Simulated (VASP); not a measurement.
# C in VASP: single point with PBE+D3(BJ)

Aim: the single point of C with PBE+D3(BJ).

Everything below comes from runs of VASP 6.6.1. Logs are shortened: lines on timing, memory, paths and dates and some standing lists are left out, and cuts for length are marked.

### Step 1. The cell of the first run

The cell holds a slab with vacuum, 24 atoms: a = 5.030 Å, b = 5.030 Å, c = 19.046 Å, α = 90.00°, β = 90.00°, γ = 90.00°.

### Step 2. Single point, PBE+D3(BJ)

Input file INCAR:

```
SYSTEM = C
PREC = Accurate
ENCUT = 520
EDIFF = 1E-6
ISMEAR = 0
SIGMA = 0.03
LREAL = .False.
LASPH = .True.
NELM = 120
ALGO = Normal
ISIF = 2
LWAVE = .False.
LCHARG = .False.
LDIPOL = .True.
IDIPOL = 3
DIPOL = 0.5 0.5 0.500
GGA = PE
IVDW = 12
NBANDS = 66
ISYM = 0
GGA_COMPAT = .False.
NELMDL = -8
```

Input file KPOINTS:

```
Automatic mesh
0
Gamma
  4 4 1
  0 0 0
```

Input file POSCAR:

```
C
1.0
    5.0303177614      0.0000000000      0.0000000000
    0.0000000000      5.0303177614      0.0000000000
    0.0000000000      0.0000000000     19.0462147349
C
24
Direct
   -0.1118902411      0.0002494694      0.3899563637
   -0.1118986648      0.5001440685      0.3899768684
    0.6113835882      1.0001322611      0.3898943993
    0.6113892327      0.5002385352      0.3899185244
    0.5162389988      0.2501676294      0.4268205857
    0.5161712156      0.7502182240      0.4267903875
   -0.0165424143      0.2501682824      0.4267628639
   -0.0166018526      0.7502156523      0.4267728031
    0.2498591336      0.7504093194      0.4735910723
    0.2501021475      0.2504226326      0.4736067586
    0.7499297472      0.7503766577      0.4792367620
    0.7498145034      0.2504232983      0.4792441741
    0.7499041984      1.0004330497      0.5208514925
    0.7499537310      0.5004729948      0.5208619306
    0.2498903066      1.0003595242      0.5264987946
    0.2498235571      0.5004046099      0.5265088824
    0.5162034163      0.5006902202      0.5732862483
    0.5162438006      0.0007392692      0.5732756099
   -0.0165644174      0.5006984304      0.5733498448
   -0.0165636561      0.0007438546      0.5733437885
   -0.1119162647      0.7507749015      0.6101437291
   -0.1118998345      0.2507627689      0.6101571326
    0.6113787440      0.7507386922      0.6101626818
    0.6113767692      0.2507833286      0.6101855845
```

Potentials or basis: VASP PAW PBE potentials, release 64 (C).

The run is started by

```sh
cat potpaw_PBE.64/C/POTCAR > POTCAR
mpirun -np 1 vasp_std > vasp.out
```

OUTCAR:

```text
SYSTEM = C
   PREC = Accurate
   ENCUT = 520
   EDIFF = 1E-6
   ISMEAR = 0
   LREAL = .False.
   LASPH = .True.
   NELM = 120
   ISIF = 2
   GGA = PE
   IVDW = 12
   ISYM = 0
   NELMDL = -8
 IVDW          = 12

 ion  position               nearest neighbor table
   1  0.888  0.000  0.390-   3 1.39   7 1.52   8 1.52
   2  0.888  0.500  0.390-   4 1.39   7 1.52   8 1.52
   3  0.611  0.000  0.390-   1 1.39   6 1.52   5 1.52
   4  0.611  0.500  0.390-   2 1.39   6 1.52   5 1.52
   5  0.516  0.250  0.427-   4 1.52   3 1.52  12 1.54  10 1.61
   6  0.516  0.750  0.427-   3 1.52   4 1.52  11 1.54   9 1.61
   7  0.983  0.250  0.427-   1 1.52   2 1.52  12 1.54  10 1.61
   8  0.983  0.750  0.427-   2 1.52   1 1.52  11 1.54   9 1.61
   9  0.250  0.750  0.474-   6 1.61   8 1.61  15 1.61  16 1.61
  10  0.250  0.250  0.474-   5 1.61   7 1.61  16 1.61  15 1.61
[... 8 lines left out ...]
  19  0.983  0.501  0.573-  22 1.52  21 1.52  14 1.54  16 1.61
  20  0.983  0.001  0.573-  21 1.52  22 1.52  13 1.54  15 1.61
  21  0.888  0.751  0.610-  23 1.39  20 1.52  19 1.52
  22  0.888  0.251  0.610-  24 1.39  19 1.52  20 1.52
  23  0.611  0.751  0.610-  21 1.39  18 1.52  17 1.52
  24  0.611  0.251  0.610-  22 1.39  17 1.52  18 1.52

IMPORTANT INFORMATION: All symmetrisations will be switched off!
NOSYMM: (Re-)initialisation of all symmetry stuff for point group C_1.

----------------------------------------------------------------------------------------

                                     Primitive cell

  volume of cell :     481.9473

  direct lattice vectors                    reciprocal lattice vectors
     5.030317761  0.000000000  0.000000000     0.198794599  0.000000000  0.000000000
     0.000000000  5.030317761  0.000000000     0.000000000  0.198794599  0.000000000
     0.000000000  0.000000000 19.046214735     0.000000000  0.000000000  0.052503871

  length of vectors
     5.030317761  5.030317761 19.046214735     0.198794599  0.198794599  0.052503871

  position of ions in fractional coordinates (direct lattice)
     0.888109759  0.000249469  0.389956364
     0.888101335  0.500144068  0.389976868
     0.611383588  0.000132261  0.389894399
     0.611389233  0.500238535  0.389918524
     0.516238999  0.250167629  0.426820586
     0.516171216  0.750218224  0.426790387
[... 16 lines left out ...]
     0.611378744  0.750738692  0.610162682
     0.611376769  0.250783329  0.610185585

  ion indices of the primitive-cell ions
   primitive index   ion index
                 1           1
                 2           2
                 3           3
                 4           4
                 5           5
                 6           6
[... 16 lines left out ...]
                23          23
                24          24

----------------------------------------------------------------------------------------

 KPOINTS: Automatic mesh

Automatic generation of k-mesh.
 Grid dimensions read from file:
 generate k-points for:    4    4    1

 Generating k-lattice:

  Cartesian coordinates                     Fractional coordinates (reciprocal lattice)
     0.049698650  0.000000000  0.000000000     0.250000000  0.000000000  0.000000000
     0.000000000  0.049698650  0.000000000     0.000000000  0.250000000  0.000000000
     0.000000000  0.000000000  0.052503871     0.000000000  0.000000000  1.000000000

  Length of vectors
     0.049698650  0.049698650  0.052503871

  Shift w.r.t. Gamma in fractional coordinates (k-lattice)
     0.000000000  0.000000000  0.000000000

 Subroutine IBZKPT returns following result:
 ===========================================

 Found     10 irreducible k-points:

 Following reciprocal coordinates:
            Coordinates               Weight
  0.000000  0.000000  0.000000      1.000000
  0.250000  0.000000  0.000000      2.000000
  0.000000  0.250000  0.000000      2.000000
  0.500000  0.000000  0.000000      1.000000
  0.000000  0.500000  0.000000      1.000000
  0.250000  0.250000  0.000000      2.000000
 -0.250000  0.250000  0.000000      2.000000
  0.500000  0.250000  0.000000      2.000000
 -0.250000  0.500000  0.000000      2.000000
  0.500000  0.500000  0.000000      1.000000
   k-points           NKPTS =     10   k-points in BZ     NKDIM =     10   number of bands    NBANDS=     66
   number of dos      NEDOS =    301   number of ions     NIONS =     24
   total plane-waves  NPLWV = 230400
   dimension x,y,z NGX =    40 NGY =   40 NGZ =  144
   dimension x,y,z NGXF=    80 NGYF=   80 NGZF=  288
   ions per type =              24
   NGX,Y,Z   is equivalent  to a cutoff of  13.22, 13.22, 12.57 a.u.
   NGXF,Y,Z  is equivalent  to a cutoff of  26.44, 26.44, 25.14 a.u.
 SYSTEM =  C
   PREC   = accura    normal or accurate (medium, high low for compatibility)
   ISTART =      0    job   : 0-new  1-cont  2-samecut
   ICHARG =      2    charge: 1-file 2-atom 10-const
   ISPIN  =      1    spin polarized calculation?
   LNONCOLLINEAR =      F non collinear calculations
   LSORBIT =      F    spin-orbit coupling
   LASPH  =      T    aspherical Exc in radial PAW
   ENCUT  =  520.0 eV  38.22 Ry    6.18 a.u.   9.35  9.35 35.41*2*pi/ulx,y,z
   NELM   =    120;   NELMIN=  2; NELMDL= -8     # of ELM steps
   EDIFF  = 0.1E-05   stopping-criterion for ELM
   LREAL  =      F    real-space projection
   EDIFFG = 0.1E-04   stopping-criterion for IOM
   NSW    =      0    number of steps for IOM
   IBRION =     -1    ionic relax: 0-MD 1-quasi-New 2-CG
   NFREE  =      0    steps in history (QN), initial steepest desc. (CG)
   ISIF   =      2    stress and relaxation
   ISYM   =      0    0-nonsym 1-usesym 2-fastsym
   POTIM  = 0.5000    time-step for ionic-motion
   TEBEG  =    0.0;   TEEND  =   0.0 temperature during run
   PSTRESS=    0.0 pullay stress
   NELECT =      96.0000    total number of electrons
   NUPDOWN=      -1.0000    fix difference up-down
   EMIN   =  10.00;   EMAX   =-10.00  energy-range for DOS
   EFERMI =   0.00;   METHOD = LEGACY
   ISMEAR =     0;   SIGMA  =   0.03  broadening in eV -4-tet -1-fermi 0-gaus
   EFERMI_NEDOS =   21; number of points for ismear=-14 and -15
   IALGO  =     38    algorithm
   IMIX   =      4    mixing-type and parameters
     AMIX     =   0.40;   BMIX     =  1.00
     AMIX_MAG =   1.60;   BMIX_MAG =  1.00
  volume/ion in A,a.u.               =      20.08       135.51
  Fermi-wavevector in a.u.,A,eV,Ry     =   0.956090  1.806748 12.437193  0.914108
  Thomas-Fermi vector in A             =   2.084987
   LORBIT       =      0    0 simple, 1 ext, 2 COOP (PROOUT), +10 PAW based schemes
   GGA     = PE    functional components
   LHFCALC =     F    Hartree Fock is set to
   AEXX    =    0.0000 exact exchange contribution
   IVDW    =    12    specifies the selected vdW correction
   LEPSILON=     F    determine dielectric tensor
   LRPA    =     F    only Hartree local field effects (RPA)
 non-spin polarized calculation
 Gauss-broadening in eV      SIGMA  =   0.03
  energy-cutoff  :      520.00
  volume of cell :      481.95
 maximum number of plane-waves:     13013
 NGX is ok and might be reduce to    40
   NGX = 19   NGY = 19   NGZ = 71

 dipolmoment           0.000000      0.000000      0.000006 electrons x Angstroem

 number of electron      96.0000009 magnetization

 dipolmoment           0.000000      0.000000     -0.000013 electrons x Angstroem

 Free energy of the ion-electron system (eV)
  ---------------------------------------------------
  ext. energy  EPLUGINS =         0.00000000
  ---------------------------------------------------
  free energy    TOTEN  =      -201.28440428 eV

  energy without entropy =     -201.28440428  energy(sigma->0) =     -201.28440428

 E-fermi :  -0.7566     XC(G=0):  -4.7378

 val. band max:       -0.9125525471   @ k =   0.5000   0.2500   0.0000
 cond. band min:      -0.2328718469   @ k =   0.0000   0.2500   0.0000
 fundamental gap:      0.6796807002
 Fermi energy:        -0.7566385798

 k-point     1 :       0.0000    0.0000    0.0000
  band No.  band energies     occupation
      1     -22.7051      2.00000
      2     -21.0090      2.00000
      3     -18.2718      2.00000
      4     -18.2706      2.00000
      5     -18.0232      2.00000
      6     -17.1516      2.00000
[... 52 lines left out ...]
     59       4.5277      0.00000
     60       4.5448      0.00000

 k-point     2 :       0.2500    0.0000    0.0000
  band No.  band energies     occupation
      1     -22.5510      2.00000
      2     -20.9277      2.00000
      3     -19.2260      2.00000
      4     -18.1161      2.00000
      5     -18.1151      2.00000
      6     -16.6552      2.00000
[... 52 lines left out ...]
     59       4.7866      0.00000
     60       5.1166      0.00000

 k-point     3 :       0.0000    0.2500    0.0000
  band No.  band energies     occupation
      1     -22.4165      2.00000
      2     -20.7263      2.00000
      3     -20.1425      2.00000
      4     -18.5288      2.00000
      5     -17.7477      2.00000
      6     -16.8791      2.00000
[... 52 lines left out ...]
     59       4.7132      0.00000
     60       4.8130      0.00000

 k-point     4 :       0.5000    0.0000    0.0000
  band No.  band energies     occupation
      1     -22.3542      2.00000
      2     -20.8374      2.00000
      3     -19.9156      2.00000
      4     -17.9125      2.00000
      5     -17.9119      2.00000
      6     -17.1515      2.00000
[... 52 lines left out ...]
     59       5.1398      0.00000
     60       5.3515      0.00000

 k-point     5 :       0.0000    0.5000    0.0000
  band No.  band energies     occupation
      1     -21.5563      2.00000
      2     -21.5554      2.00000
      3     -19.8858      2.00000
      4     -19.8850      2.00000
      5     -16.9324      2.00000
      6     -16.9319      2.00000
[... 52 lines left out ...]
     59       5.1809      0.00000
     60       5.1818      0.00000

 k-point     6 :       0.2500    0.2500    0.0000
  band No.  band energies     occupation
      1     -22.2630      2.00000
      2     -20.6451      2.00000
      3     -19.9918      2.00000
      4     -18.9455      2.00000
      5     -18.4410      2.00000
      6     -16.7703      2.00000
[... 52 lines left out ...]
     59       5.2966      0.00000
     60       5.4232      0.00000

 k-point     7 :      -0.2500    0.2500    0.0000
  band No.  band energies     occupation
      1     -22.2630      2.00000
      2     -20.6451      2.00000
      3     -19.9918      2.00000
      4     -18.9455      2.00000
      5     -18.4410      2.00000
      6     -16.7703      2.00000
[... 52 lines left out ...]
     59       5.2966      0.00000
     60       5.4231      0.00000

 k-point     8 :       0.5000    0.2500    0.0000
  band No.  band energies     occupation
      1     -22.0669      2.00000
      2     -20.5547      2.00000
      3     -19.7991      2.00000
      4     -19.6326      2.00000
      5     -18.3419      2.00000
      6     -17.4352      2.00000
[... 52 lines left out ...]
     59       5.4096      0.00000
     60       5.5968      0.00000

 k-point     9 :      -0.2500    0.5000    0.0000
  band No.  band energies     occupation
      1     -21.4041      2.00000
      2     -21.4032      2.00000
      3     -19.8040      2.00000
      4     -19.8032      2.00000
      5     -18.1135      2.00000
      6     -18.1130      2.00000
[... 52 lines left out ...]
     59       5.5520      0.00000
     60       5.5522      0.00000

 k-point    10 :       0.5000    0.5000    0.0000
  band No.  band energies     occupation
      1     -21.2100      2.00000
      2     -21.2090      2.00000
      3     -19.7130      2.00000
      4     -19.7122      2.00000
      5     -18.7929      2.00000
      6     -18.7924      2.00000
[... 52 lines left out ...]
     59       5.8650      0.00000
     60       5.8653      0.00000
 [bands above 60 left out]

------------------------ aborting loop because EDIFF is reached ----------------------------------------

 vacuum level on the upper side and lower side of the slab       (xc-potential included)        -0.094        -0.094

 Edisp (eV)   -3.11989

 E8    (eV) :    -0.9517

  FORCE on cell =-STRESS in cart. coord.  units (eV):
  Direction    XX          YY          ZZ          XY          YZ          ZX
  --------------------------------------------------------------------------------------
  -------------------------------------------------------------------------------------
  Total     -21.34690    26.12967     0.34548    -0.00215    -0.25021    -0.00150
  in kB     -70.96526    86.86502     1.14849    -0.00714    -0.83181    -0.00499
  external pressure =        5.68 kB  Pullay stress =        0.00 kB

 VOLUME and BASIS-vectors are now :
 -----------------------------------------------------------------------------
  energy-cutoff  :      520.00
  volume of cell :      481.95
      direct lattice vectors                 reciprocal lattice vectors
     5.030317761  0.000000000  0.000000000     0.198794599  0.000000000  0.000000000
     0.000000000  5.030317761  0.000000000     0.000000000  0.198794599  0.000000000
     0.000000000  0.000000000 19.046214735     0.000000000  0.000000000  0.052503871

 POSITION                                       TOTAL-FORCE (eV/Angst)
 -----------------------------------------------------------------------------------
      4.46747      0.00125      7.42719         0.040464     -0.010902     -0.048690
      4.46743      2.51588      7.42758         0.041948      0.018093     -0.056526
      3.07545      0.00067      7.42601        -0.043971      0.024148     -0.017611
      3.07548      2.51636      7.42647        -0.044222     -0.011189     -0.026060
      2.59685      1.25842      8.12932        -0.040340      0.021712     -0.014848
      2.59651      3.77384      8.12874        -0.035050      0.007148      0.005124
[... 16 lines left out ...]
      3.07543      3.77645     11.62129        -0.042241     -0.005601      0.030391
      3.07542      1.26152     11.62173        -0.043170     -0.019338      0.022652
 -----------------------------------------------------------------------------------
    total drift:                                0.000074     -0.000367     -0.000009

  FREE ENERGIE OF THE ION-ELECTRON SYSTEM (eV)
  ---------------------------------------------------
  free  energy   TOTEN  =      -204.4042922942 eV

  energy  without entropy=     -204.4042922942  energy(sigma->0) =     -204.40429229

 vacuum level on the upper side and lower side of the slab         4.290         4.290
```

It took 25 min on 1 thread of Intel Xeon 8259CL, shared host; peak memory 0.61 GiB.

What came out:

```
Free energy                : -204.4043 eV
Largest force              : 0.073 eV/Å
Dispersion energy per atom : -0.130 eV
```

Forces on the atoms (eV/Å):
```
C    0.040 -0.011 -0.049
C    0.042  0.018 -0.057
C   -0.044  0.024 -0.018
C   -0.044 -0.011 -0.026
C   -0.040  0.022 -0.015
C   -0.035  0.007  0.005
C    0.059  0.021  0.025
C    0.063  0.011  0.010
C   -0.009 -0.015 -0.029
C   -0.051 -0.023 -0.036
C   -0.014  0.001  0.052
C    0.023 -0.019  0.048
C   -0.003  0.024 -0.045
C   -0.016  0.006 -0.052
C    0.000  0.034  0.035
C    0.011  0.020  0.029
C   -0.043 -0.005  0.006
C   -0.049 -0.024  0.012
C    0.055 -0.010 -0.024
C    0.054 -0.019 -0.024
C    0.045 -0.015  0.052
C    0.042 -0.012  0.046
C   -0.042 -0.006  0.030
C   -0.043 -0.019  0.023
```
